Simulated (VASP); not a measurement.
# B3As (I4/mmm) in VASP: notebook, part 2 of 2

VASP 6.6.1.

## 3. Single point, r2SCAN

This run uses another cell than the first one, of 10.43 Å³/atom.

Contents of POSCAR:

```
B3As
1.0
   -1.4751526117      1.4751526117      4.7921807632
    1.4751526117     -1.4751526117      4.7921807632
    1.4751526117      1.4751526117     -4.7921807632
B As
3 1
Direct
    0.5000000000      0.5000000000      0.0000000000
    0.2500000000      0.7500000000      0.5000000000
    0.7500000000      0.2500000000      0.5000000000
    0.0000000000      0.0000000000      0.0000000000
```

Contents of INCAR.step1:

```
ALGO = Normal ; EDIFF = 1E-4
ENCUT = 520 ; GGA = PE
ISMEAR = 0 ; LASPH = True
LCHARG = False ; LREAL = False
LWAVE = True ; NBANDS = 15
NELM = 100 ; PREC = Accurate
SIGMA = 0.1
```

Contents of INCAR.step2:

```
ALGO = Normal ; EDIFF = 1E-6
ENCUT = 520 ; ISIF = 2
ISMEAR = 0 ; ISTART = 1
LASPH = True ; LCHARG = False
LMIXTAU = True ; LREAL = False
LWAVE = False ; METAGGA = R2SCAN
NBANDS = 15 ; NELM = 100
PREC = Accurate ; SIGMA = 0.1
```

Contents of KPOINTS:

```
k-points
0
Gamma
  8 8 8
```

Potentials or basis: VASP PAW PBE potentials, release 64 (B, As).

Started as:

```sh
cat potpaw_PBE.64/B/POTCAR potpaw_PBE.64/As/POTCAR > POTCAR
cp INCAR.step1 INCAR
mpirun -np 1 vasp_std > vasp.out
cp INCAR.step2 INCAR
mpirun -np 1 vasp_std > vasp.out
```

It took 7.5 min on 1 thread of Intel Xeon 8259CL, shared host; peak memory 0.24 GiB.

It converged, with:

- Free energy: -29.6166 eV
- Pressure: 0.5 GPa
- Band gap on the k mesh: zero (bands 7 and 8 overlap by 5.66 eV)

Stress tensor (GPa, compression positive):
```
0.54 0.00 0.00
0.00 0.54 0.00
0.00 0.00 0.30
```

Levels at points of the mesh, in eV from the Fermi level:
```csv
k point,band 5,band 6,band 7,band 8,band 9,band 10
"(0.00, 0.00, 0.00)",-2.36,-0.32,-0.32,2.84,4.34,4.70
"(0.50, 0.00, 0.00)",-1.78,-1.30,1.53,2.40,4.14,4.62
"(0.50, 0.50, 0.00)",-5.82,-4.27,-3.46,-2.72,0.29,0.75
"(0.50, 0.50, 0.50)",-2.07,-1.43,0.56,0.56,2.49,3.53
```

Caveat: the PAW data sets were made with another functional, which shifts forces and pressure a little.

## 4. Relaxation of cell and atoms, r2SCAN

Contents of POSCAR:

```
B3As
1.0
   -1.6535047023      1.6535047023      3.6935429713
    1.6535047023     -1.6535047023      3.6935429713
    1.6535047023      1.6535047023     -3.6935429713
B As
3 1
Direct
    0.5000000000      0.5000000000      0.0000000000
    0.2500000000      0.7500000000      0.5000000000
    0.7500000000      0.2500000000      0.5000000000
    0.0000000000      0.0000000000      0.0000000000
```

Contents of INCAR.step1:

```
SYSTEM = B3As
  ALGO = Normal
  EDIFF = 1E-4
  ENCUT = 600
  GGA = PE
  ISMEAR = 0
  LASPH = .True.
  LCHARG = .False.
  LREAL = .False.
  LWAVE = .True.
  NELM = 80
  PREC = Accurate
  SIGMA = 0.1
```

Contents of INCAR.step2:

```
SYSTEM = B3As
  ALGO = Normal
  EDIFF = 1E-6
  EDIFFG = -0.04
  ENCUT = 600
  IBRION = 2
  ISIF = 3
  ISMEAR = 0
  ISTART = 1
  LASPH = .True.
  LCHARG = .False.
  LMIXTAU = .True.
  LREAL = .False.
  LWAVE = .False.
  METAGGA = R2SCAN
  NELM = 80
  NSW = 90
  PREC = Accurate
  SIGMA = 0.1
```

Contents of KPOINTS:

```
k-points
0
Gamma
  8 8 8
  0 0 0
```

Potentials or basis: VASP PAW PBE potentials, release 64 (B, As).

Started as:

```sh
cat potpaw_PBE.64/B/POTCAR potpaw_PBE.64/As/POTCAR > POTCAR
cp INCAR.step1 INCAR
mpirun -np 1 vasp_std > vasp.out
cp INCAR.step2 INCAR
mpirun -np 1 vasp_std > vasp.out
```

OUTCAR:

```text
SYSTEM = B3As
   EDIFF = 1E-6
   EDIFFG = -0.04
   ENCUT = 600
   IBRION = 2
   ISIF = 3
   ISMEAR = 0
   ISTART = 1
   LASPH = .True.
   LREAL = .False.
   METAGGA = R2SCAN
   NELM = 80
   NSW = 90
   PREC = Accurate

 ion  position               nearest neighbor table
   1  0.500  0.500  0.000-   4 2.34   4 2.34   4 2.34   4 2.34
   2  0.250  0.750  0.500-   4 2.48   4 2.48   4 2.48   4 2.48
   3  0.750  0.250  0.500-   4 2.48   4 2.48   4 2.48   4 2.48
   4  0.000  0.000  0.000-   1 2.34   1 2.34   1 2.34   1 2.34   3 2.48   2 2.48   3 2.48   2 2.48
                             3 2.48   3 2.48   2 2.48   2 2.48

  LATTYP: Found a body centered tetragonal cell.
 ALAT       =     3.3070094046
 C/A-ratio  =     2.2337662337

  Lattice vectors:

 A1 = (  -1.6535047023,   1.6535047023,   3.6935429713)
 A2 = (   1.6535047023,  -1.6535047023,   3.6935429713)
 A3 = (   1.6535047023,   1.6535047023,  -3.6935429713)

Analysis of symmetry for initial positions (statically):
=====================================================================
 Subroutine PRICEL returns:
 Original cell was already a primitive cell.

 Routine SETGRP: Setting up the symmetry group for a
 body centered tetragonal supercell.

 Subroutine GETGRP returns: Found 16 space group operations
 (whereof 16 operations were pure point group operations)
 out of a pool of 16 trial point group operations.

The static configuration has the point symmetry D_4h.

[... 286 lines left out ...]
      1      -9.8013      2.00000
      2      -0.2004      2.00000
      3       0.5871      2.00000
      4       6.8405      2.00000
      5       6.8405      2.00000
      6       8.7121      2.00000
      7       8.7121      2.00000
      8      12.4413      0.00000
      9      13.9705      0.00000
     10      14.2539      0.00000
     11      15.1174      0.00000
[... 310 lines left out ...]
  band No.  band energies     occupation
      1      -4.5520      2.00000
      2      -2.8211      2.00000
      3       1.4040      2.00000
      4       1.8630      2.00000
      5       5.1921      2.00000
      6       6.2570      2.00000
      7      10.0106      2.00000
      8      10.2166      1.99925
      9      10.5627      0.12730
     10      10.7253      0.00013
     11      16.7638      0.00000

 [... further k-points ...]

[... ionic steps 4 to 14 ...]

--------------------------------------- Ionic step       15  -------------------------------------------

 number of electron      14.0000002 magnetization

------------------------ aborting loop because EDIFF is reached ----------------------------------------
[... 71 lines left out ...]
--------------------------------------- Ionic step       17  -------------------------------------------

 number of electron      14.0000001 magnetization

 Free energy of the ion-electron system (eV)
  ---------------------------------------------------
  ext. energy  EPLUGINS =         0.00000000
  ---------------------------------------------------
  free energy    TOTEN  =       -29.61653602 eV

  energy without entropy =      -29.60857068  energy(sigma->0) =      -29.61255335

 E-fermi :   6.0297     XC(G=0): -11.8081

 val. band max:        6.0212471199   @ k =   0.5000   0.2500  -0.0000
 cond. band min:       6.0462975170   @ k =  -0.1250   0.5000   0.1250
 fundamental gap:      0.0250503970
 Fermi energy:         6.0297252643

 k-point     1 :       0.0000    0.0000    0.0000
  band No.  band energies     occupation
      1     -10.7557      2.00000
      2      -4.9401      2.00000
      3      -1.7164      2.00000
      4       3.7150      2.00000
      5       3.7150      2.00000
      6       5.8815      1.96398
      7       5.8815      1.96398
      8       9.1444      0.00000
      9       9.2644      0.00000
     10      10.9839      0.00000
     11      11.2765      0.00000
[... 353 lines left out ...]
  FREE ENERGIE OF THE ION-ELECTRON SYSTEM (eV)
  ---------------------------------------------------
  free  energy   TOTEN  =       -29.6165360204 eV

  energy  without entropy=      -29.6085706814  energy(sigma->0) =      -29.61255335

 reached required accuracy - stopping structural energy minimisation
```

OUTCAR.step1:

```text
SYSTEM = B3As
   EDIFF = 1E-4
   ENCUT = 600
   GGA = PE
   ISMEAR = 0
   LASPH = .True.
   LREAL = .False.
   NELM = 80
[... 564 lines left out ...]
      1.65350      0.00000      1.84677        -0.000000      0.000000     -0.000000
      0.00000      1.65350      1.84677         0.000000     -0.000000     -0.000000
      0.00000      0.00000      0.00000        -0.000000      0.000000      0.000000
 -----------------------------------------------------------------------------------
    total drift:                               -0.000000      0.000000      0.000000

  FREE ENERGIE OF THE ION-ELECTRON SYSTEM (eV)
  ---------------------------------------------------
  free  energy   TOTEN  =       -16.9865933828 eV

  energy  without entropy=      -16.9759938798  energy(sigma->0) =      -16.98129363
```

It took 53 min on 1 thread of Intel Xeon 8259CL, shared host; peak memory 0.22 GiB.

Results:

| Item | Value |
| --- | --- |
| Free energy | -29.6165 eV |
| Relaxed volume | 10.93 Å³/atom |
| Relaxed cell | a = 5.520 Å, b = 5.520 Å, c = 5.520 Å, α = 149.30°, β = 149.30°, γ = 43.96° |
| Space group after relaxing (to 0.1 Å) | I4/mmm (No. 139) |
| Energy gained by relaxing | 333.7 meV/atom |
| Ionic steps | 17 |
| Pressure after relaxing | -0.1 GPa |
| Band gap on the k mesh | zero (bands 7 and 8 overlap by 5.78 eV) |

The path:
| step | energy change (eV) | largest force (eV/Å) | pressure (GPa) | volume (Å³) |
| --- | --- | --- | --- | --- |
| 1 | 0.0000 | 0.0000 | -5.93 | 40.39 |
| 2 | -0.2450 | 0.0000 | -1.06 | 38.22 |
| 3 | -0.4678 | 0.0000 | 8.28 | 35.86 |
| 4 | -0.0110 | 0.0000 | 51.12 | 31.21 |
| 5 | -0.5128 | 0.0000 | 13.62 | 34.87 |
| 6 | -0.5135 | 0.0000 | 16.79 | 34.43 |
| 7 | -0.5687 | 0.0000 | 19.27 | 34.26 |
| 8 | -0.6317 | 0.0000 | 29.29 | 33.70 |
| 9 | -0.8392 | 0.0000 | 25.10 | 34.70 |
| 10 | -1.1734 | 0.0000 | 15.18 | 37.71 |
| 11 | -1.2250 | 0.0000 | 12.02 | 39.20 |
| 12 | -1.2350 | 0.0000 | 10.71 | 39.80 |
| 13 | -1.2755 | 0.0000 | 8.23 | 40.99 |
| 14 | -1.3012 | 0.0000 | 5.04 | 43.36 |
| 15 | -1.3021 | 0.0000 | 5.43 | 42.95 |
| 16 | -1.3303 | 0.0000 | 1.79 | 43.45 |
| 17 | -1.3347 | 0.0000 | -0.08 | 43.72 |

Final structure:
```
B As
1.0
    -1.46119    1.46119    5.11915
     1.46119   -1.46119    5.11915
     1.46119    1.46119   -5.11915
B As
3 1
Cartesian
  0.0000 0.0000 5.1191
  1.4612 0.0000 2.5596
  0.0000 1.4612 2.5596
  0.0000 0.0000 0.0000
```

Levels at points of the mesh, in eV from the Fermi level:
```csv
k point,band 3,band 4,band 5,band 6,band 7,band 8,band 9,band 10,band 11
"(0.00, 0.00, 0.00)",-7.75,-2.31,-2.31,-0.15,-0.15,3.11,3.23,4.95,5.25
"(0.50, 0.00, 0.00)",-8.06,-8.02,-2.09,-1.46,1.72,2.85,4.18,4.22,4.43
"(0.50, 0.50, 0.00)",-8.25,-6.03,-5.55,-3.96,-3.95,-3.02,0.43,1.14,2.63
"(0.50, 0.50, 0.50)",-3.29,-2.56,-2.56,-2.20,0.33,0.33,3.02,4.24,6.95
```

Caveat: a cell axis changed by over 15 % at a fixed basis, so the end point is rough; the PAW data sets were made with another functional, which shifts forces and pressure a little.

## 5. Summary

| task | cell | cutoff (eV) | gap on the mesh (eV) | pressure (GPa) |
| --- | --- | --- | --- | --- |
| single point | a = 4.372 Å, angles 135.6, 135.6, 64.7°, 4 atoms | 520 | none | -5.9 |
| single point | a = 5.227 Å, angles 147.2, 147.2, 47.0°, 4 atoms | 520 | none | 0.5 |
| relaxation of cell and atoms | relaxed from a = 4.372 Å, angles 135.6, 135.6, 64.7°, 4 atoms | 600 | none | -0.1 |

Alike in all rows: level r2SCAN; potentials or basis VASP PAW PBE potentials, release 64 (B, As); no spin polarisation; k mesh 8 × 8 × 8; smearing gaussian 0.1 eV.

Caveats: the PAW data sets were made with another functional, which shifts forces and pressure a little; the stress differs along the axes, from -11 to 5 GPa (at least some runs); a cell axis changed by over 15 % at a fixed basis, so the end point is rough (at least some runs).

Absolute energies hang on the potentials; compare differences alone.

The gap in the log of VASP goes by the Fermi energy; the results here count the filled bands.